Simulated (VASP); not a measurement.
# NaHgH2 (P4/mmm) in VASP: notebook, part 2 of 2

VASP 6.6.1.

**3. Relaxation of cell and atoms, PBE**

INCAR reads:

```
SYSTEM = NaHgH2
ALGO = Normal
EDIFF = 1E-7
EDIFFG = -0.01
ENCUT = 600
GGA = PE
IBRION = 2
ISIF = 3
ISMEAR = 0
LASPH = .TRUE.
LCHARG = .FALSE.
LREAL = .FALSE.
LWAVE = .FALSE.
NELM = 100
NSW = 100
PREC = Accurate
SIGMA = 0.1
```

KPOINTS reads:

```
k-points
0
G
  12 12 8
  0 0 0
```

POSCAR reads:

```
NaHgH2
1.0
    3.7038474089      0.0000000000      0.0000000000
    0.0000000000      3.7038474089      0.0000000000
    0.0000000000      0.0000000000      6.1417167684
Na Hg H
1 1 2
Direct
    0.0000000000      0.0000000000      0.5000000000
    0.0000000000      0.0000000000      0.0000000000
    0.5000000000      0.5000000000      0.4369541842
    0.5000000000      0.5000000000      0.5630458158
```

Potentials or basis: VASP PAW PBE potentials, release 64 (Na_pv, Hg, H).

On the command line:

```bash
> cat potpaw_PBE.64/Na_pv/POTCAR potpaw_PBE.64/Hg/POTCAR potpaw_PBE.64/H/POTCAR > POTCAR
> mpirun -np 1 vasp_std > vasp.out
```

OUTCAR:

```text
SYSTEM = NaHgH2
   EDIFF = 1E-7
   EDIFFG = -0.01
   ENCUT = 600
   GGA = PE
   IBRION = 2
   ISIF = 3
   ISMEAR = 0
   LASPH = .TRUE.
   LREAL = .FALSE.
   NELM = 100
   NSW = 100
   PREC = Accurate

 ion  position               nearest neighbor table
   1  0.000  0.000  0.500-   2 3.07   2 3.07
   2  0.000  0.000  0.000-   1 3.07   1 3.07
   3  0.500  0.500  0.437-   4 0.77
   4  0.500  0.500  0.563-   3 0.77

  LATTYP: Found a simple tetragonal cell.
 ALAT       =     3.7038474089
 C/A-ratio  =     1.6581991887

  Lattice vectors:

 A1 = (   3.7038474089,   0.0000000000,   0.0000000000)
 A2 = (   0.0000000000,   3.7038474089,   0.0000000000)
 A3 = (   0.0000000000,   0.0000000000,   6.1417167684)

Analysis of symmetry for initial positions (statically):
=====================================================================
 Subroutine PRICEL returns:
 Original cell was already a primitive cell.

 Routine SETGRP: Setting up the symmetry group for a
 simple tetragonal supercell.

 Subroutine GETGRP returns: Found 16 space group operations
 (whereof 16 operations were pure point group operations)
 out of a pool of 16 trial point group operations.

The static configuration has the point symmetry D_4h.

Analysis of symmetry for dynamics (positions and initial velocities):
=====================================================================
 Subroutine PRICEL returns:
 Original cell was already a primitive cell.

 Routine SETGRP: Setting up the symmetry group for a
 simple tetragonal supercell.

 Subroutine GETGRP returns: Found 16 space group operations
 (whereof 16 operations were pure point group operations)
 out of a pool of 16 trial point group operations.

The dynamic configuration has the point symmetry D_4h.

 Subroutine INISYM returns: Found 16 space group operations
 (whereof 16 operations are pure point group operations),
 and found     1 'primitive' translations

----------------------------------------------------------------------------------------

                                     Primitive cell

  volume of cell :      84.2551

  direct lattice vectors                    reciprocal lattice vectors
     3.703847409  0.000000000  0.000000000     0.269989524  0.000000000  0.000000000
     0.000000000  3.703847409  0.000000000     0.000000000  0.269989524  0.000000000
     0.000000000  0.000000000  6.141716768     0.000000000  0.000000000  0.162820924

  length of vectors
     3.703847409  3.703847409  6.141716768     0.269989524  0.269989524  0.162820924

  position of ions in fractional coordinates (direct lattice)
     0.000000000  0.000000000  0.500000000
     0.000000000  0.000000000  0.000000000
     0.500000000  0.500000000  0.436954184
     0.500000000  0.500000000  0.563045816

  ion indices of the primitive-cell ions
   primitive index   ion index
                 1           1
                 2           2
                 3           3
                 4           4

----------------------------------------------------------------------------------------

 KPOINTS: k-points

[... 59 lines left out ...]
   ISTART =      0    job   : 0-new  1-cont  2-samecut
   ICHARG =      2    charge: 1-file 2-atom 10-const
   ISPIN  =      1    spin polarized calculation?
   LNONCOLLINEAR =      F non collinear calculations
   LSORBIT =      F    spin-orbit coupling
   LASPH  =      T    aspherical Exc in radial PAW
   ENCUT  =  600.0 eV  44.10 Ry    6.64 a.u.   7.40  7.40 12.27*2*pi/ulx,y,z
   NELM   =    100;   NELMIN=  2; NELMDL= -5     # of ELM steps
   EDIFF  = 0.1E-06   stopping-criterion for ELM
   LREAL  =      F    real-space projection
   EDIFFG = -.1E-01   stopping-criterion for IOM
   NSW    =    100    number of steps for IOM
   IBRION =      2    ionic relax: 0-MD 1-quasi-New 2-CG
   NFREE  =      1    steps in history (QN), initial steepest desc. (CG)
   ISIF   =      3    stress and relaxation
   ISYM   =      2    0-nonsym 1-usesym 2-fastsym
   POTIM  = 0.5000    time-step for ionic-motion
   TEBEG  =    0.0;   TEEND  =   0.0 temperature during run
   PSTRESS=    0.0 pullay stress
   NELECT =      21.0000    total number of electrons
   NUPDOWN=      -1.0000    fix difference up-down
   EMIN   =  10.00;   EMAX   =-10.00  energy-range for DOS
   EFERMI =   0.00;   METHOD = LEGACY
   ISMEAR =     0;   SIGMA  =   0.10  broadening in eV -4-tet -1-fermi 0-gaus
   EFERMI_NEDOS =   21; number of points for ismear=-14 and -15
   IALGO  =     38    algorithm
   IMIX   =      4    mixing-type and parameters
     AMIX     =   0.40;   BMIX     =  1.00
     AMIX_MAG =   1.60;   BMIX_MAG =  1.00
  volume/ion in A,a.u.               =      21.06       142.15
  Fermi-wavevector in a.u.,A,eV,Ry     =   1.030266  1.946920 14.441871  1.061448
  Thomas-Fermi vector in A             =   2.164355
   LORBIT       =      0    0 simple, 1 ext, 2 COOP (PROOUT), +10 PAW based schemes
   GGA     = PE    functional components
   LHFCALC =     F    Hartree Fock is set to
   AEXX    =    0.0000 exact exchange contribution
   IVDW    =     0    specifies the selected vdW correction
   LEPSILON=     F    determine dielectric tensor
   LRPA    =     F    only Hartree local field effects (RPA)
 conjugate gradient relaxation of ions
 non-spin polarized calculation
 Gauss-broadening in eV      SIGMA  =   0.10
  energy-cutoff  :      600.00
  volume of cell :       84.26
 maximum number of plane-waves:      2857
 NGX is ok and might be reduce to    30
   NGX = 15   NGY = 15   NGZ = 25

--------------------------------------- Ionic step        1  -------------------------------------------

 number of electron      21.0000003 magnetization

 Free energy of the ion-electron system (eV)
  ---------------------------------------------------
  ext. energy  EPLUGINS =         0.00000000
  ---------------------------------------------------
  free energy    TOTEN  =        -7.73863875 eV

  energy without entropy =       -7.73020638  energy(sigma->0) =       -7.73442257

------------------------ aborting loop because EDIFF is reached ----------------------------------------

  FORCE on cell =-STRESS in cart. coord.  units (eV):
  Direction    XX          YY          ZZ          XY          YZ          ZX
  --------------------------------------------------------------------------------------
  -------------------------------------------------------------------------------------
  Total       -0.0014784     -0.0014784     -0.0122545      0.0000000     -0.0000000     -0.0000000
  in kB       -0.0281122     -0.0281122     -0.2330298      0.0000000     -0.0000000     -0.0000000
  external PRESSURE =      -0.0964180 kB  Pullay stress =       0.0000000 kB
[... 63 lines left out ...]
--------------------------------------- Ionic step        3  -------------------------------------------

 number of electron      21.0000003 magnetization

 Free energy of the ion-electron system (eV)
  ---------------------------------------------------
  ext. energy  EPLUGINS =         0.00000000
  ---------------------------------------------------
  free energy    TOTEN  =        -7.73864283 eV

  energy without entropy =       -7.73021573  energy(sigma->0) =       -7.73442928

 E-fermi :   0.7643     XC(G=0):  -7.4988

 val. band max:        0.7478928029   @ k =   0.5000   0.0833   0.1250
 cond. band min:       0.7977396208   @ k =   0.4167   0.0833   0.3750
 fundamental gap:      0.0498468179
 Fermi energy:         0.7643256463

 k-point     1 :       0.0000    0.0000    0.0000
  band No.  band energies     occupation
      1     -24.8326      2.00000
      2     -24.8326      2.00000
      3     -24.7567      2.00000
      4      -8.6124      2.00000
      5      -6.2709      2.00000
      6      -6.2341      2.00000
      7      -5.9112      2.00000
      8      -5.9112      2.00000
      9      -5.7483      2.00000
     10      -4.4774      2.00000
     11      -0.0956      2.00000
     12       4.1646      0.00000
     13       6.4803      0.00000
     14       6.4803      0.00000
[... 377 lines left out ...]
      1     -24.8505      2.00000
      2     -24.8460      2.00000
      3     -24.7533      2.00000
      4      -8.0290      2.00000
      5      -6.0958      2.00000
      6      -6.0670      2.00000
      7      -6.0514      2.00000
      8      -6.0501      2.00000
      9      -5.7097      2.00000
     10      -2.2292      2.00000
     11       1.7150      0.00000
     12       2.6005      0.00000
     13       3.0161      0.00000
     14       4.1600      0.00000

 [... further k-points ...]

------------------------ aborting loop because EDIFF is reached ----------------------------------------

  FORCE on cell =-STRESS in cart. coord.  units (eV):
  Direction    XX          YY          ZZ          XY          YZ          ZX
  --------------------------------------------------------------------------------------
  -------------------------------------------------------------------------------------
  Total       -0.0001253     -0.0001253      0.0001755      0.0000000      0.0000000     -0.0000000
  in kB       -0.0023820     -0.0023820      0.0033366      0.0000000      0.0000000     -0.0000000
  external PRESSURE =      -0.0004758 kB  Pullay stress =       0.0000000 kB
[... 19 lines left out ...]
  FREE ENERGIE OF THE ION-ELECTRON SYSTEM (eV)
  ---------------------------------------------------
  free  energy   TOTEN  =        -7.7386428297 eV

  energy  without entropy=       -7.7302157341  energy(sigma->0) =       -7.73442928

 reached required accuracy - stopping structural energy minimisation
```

Run time: 2 min. Hardware: 1 thread of Intel Xeon 6975P-C (Granite Rapids), shared host; peak memory 0.38 GiB.

What came out:

| Item | Value |
| --- | --- |
| Free energy | -7.7386 eV |
| Energy gained by relaxing | 0.0 meV/atom |
| Ionic steps | 3 |
| Pressure after relaxing | 0.0 GPa |
| Band gap on the k mesh | zero (an odd number of electrons rules out a gap without spin polarisation) |

Final structure:
```
Na Hg H
1.0
     3.70382    0.00000    0.00000
     0.00000    3.70382    0.00000
     0.00000    0.00000    6.14139
Na Hg H
1 1 2
Direct
  0.00000 0.00000 0.50000
  0.00000 0.00000 0.00000
  0.50000 0.50000 0.43699
  0.50000 0.50000 0.56300
```

Caveat: spin-orbit coupling is left out, which moves the levels of the heavy elements; an odd number of electrons without spin polarisation forces a metal; a magnetic or distorted state may lie lower.

**4. Relaxation of cell and atoms, PBE**

This run uses another cell than the first one, of 14.33 Å³/atom.

INCAR reads:

```
PREC = Accurate
ENCUT = 600
EDIFF = 1E-6
ISMEAR = 0
SIGMA = 0.1
LREAL = False
LASPH = True
NELM = 80
ALGO = Normal
ISIF = 3
LWAVE = False
LCHARG = False
GGA = PE
IBRION = 2
NSW = 100
EDIFFG = -0.01
```

KPOINTS reads:

```
regular mesh
0
Gamma
  16 16 8
```

POSCAR reads:

```
NaHgH2
1.0
    3.0599564300      0.0000000000      0.0000000000
    0.0000000000      3.0599564300      0.0000000000
    0.0000000000      0.0000000000      6.1199128500
Na Hg H
1 1 2
Direct
    0.0000000000      0.0000000000      0.5000000000
    0.0000000000      0.0000000000      0.0000000000
    0.5000000000      0.5000000000      0.2500000000
    0.5000000000      0.5000000000      0.7500000000
```

On the command line:

```bash
> cat potpaw_PBE.64/Na_pv/POTCAR potpaw_PBE.64/Hg/POTCAR potpaw_PBE.64/H/POTCAR > POTCAR
> mpirun -np 1 vasp_std > vasp.out
```

Run time: 34 min. Hardware: 1 thread of Intel Xeon 6975P-C (Granite Rapids), shared host; peak memory 0.44 GiB.

Results (log left out):

```yaml
Free_energy: -7.7217 eV
Relaxed_volume: 20.13 Å³/atom
Relaxed_cell: a = 3.627 Å, b = 3.627 Å, c = 6.122 Å, α = 90.00°, β = 90.00°, γ = 90.00°
Space_group_after_relaxing_to_0.1_Å: P4/mmm (No. 123)
Pressure_after_relaxing: 0.0 GPa
Largest_force_after_relaxing: 0.004 eV/Å
Band_gap_on_the_k_mesh: zero (an odd number of electrons rules out a gap without spin polarisation)
```

Forces on the atoms (eV/Å):
```
Na   0.000  0.000  0.000
Hg   0.000  0.000  0.000
H    0.000  0.000 -0.004
H    0.000  0.000  0.004
```

Final structure:
```
CELL_PARAMETERS angstrom
3.62669 0.00000 0.00000
0.00000 3.62669 0.00000
0.00000 0.00000 6.12160
ATOMIC_POSITIONS crystal
Na 0.00000 0.00000 0.50000
Hg 0.00000 0.00000 0.00000
H 0.50000 0.50000 0.56356
H 0.50000 0.50000 0.43644
```

Levels at points of the mesh, in eV from the Fermi level:
```csv
k point,band 7,band 8,band 9,band 10,band 11,band 12,band 13,band 14
"(0.00, 0.00, 0.00)",-6.63,-6.63,-6.45,-5.32,-1.00,3.62,6.02,6.02
"(0.50, 0.00, 0.00)",-6.69,-6.63,-6.61,-3.70,0.02,1.64,1.79,2.24
"(0.50, 0.50, 0.00)",-6.85,-6.76,-6.25,-1.82,0.79,0.79,3.63,3.68
"(0.00, 0.00, 0.50)",-6.63,-6.63,-6.45,-5.65,-0.12,2.91,6.44,6.84
"(0.50, 0.00, 0.50)",-6.65,-6.63,-6.61,-3.49,-0.69,-0.54,4.76,4.79
"(0.50, 0.50, 0.50)",-6.86,-6.73,-6.25,-1.68,1.53,1.53,2.34,2.34
```

Caveat: the volume moved by over 15 % at a fixed basis, so the end points are rough; spin-orbit coupling is left out, which moves the levels of the heavy elements; an odd number of electrons without spin polarisation forces a metal; a magnetic or distorted state may lie lower.

**5. Overview**

| task | cell | k mesh | cutoff (eV) | gap on the mesh (eV) | pressure (GPa) | relaxed volume (Å³/atom) |
| --- | --- | --- | --- | --- | --- | --- |
| single point | a = 3.704, b = 3.704, c = 6.142 Å, 4 atoms, atomic positions A | 16 × 16 × 8 | 520 | none | -0.1 | - |
| relaxation of cell and atoms | relaxed from a = 3.704, b = 3.704, c = 6.142 Å, 4 atoms, atomic positions A | 12 × 12 × 8 | 600 | none | 0.0 | 21.06 |
| relaxation of cell and atoms | relaxed from a = 3.060, b = 3.060, c = 6.120 Å, 4 atoms, atomic positions B | 16 × 16 × 8 | 600 | none | 0.0 | 20.13 |

Alike in all rows: level PBE; potentials or basis VASP PAW PBE potentials, release 64 (Na_pv, Hg, H); no spin polarisation; smearing gaussian 0.1 eV.

Caveats: spin-orbit coupling is left out, which moves the levels of the heavy elements; an odd number of electrons without spin polarisation forces a metal; a magnetic or distorted state may lie lower; the volume moved by over 15 % at a fixed basis, so the end points are rough (at least some runs).

Total energies depend on the potentials used, so only differences within one code and one set of settings carry meaning.

The gap in the log of VASP goes by the Fermi energy; the results here count the filled bands.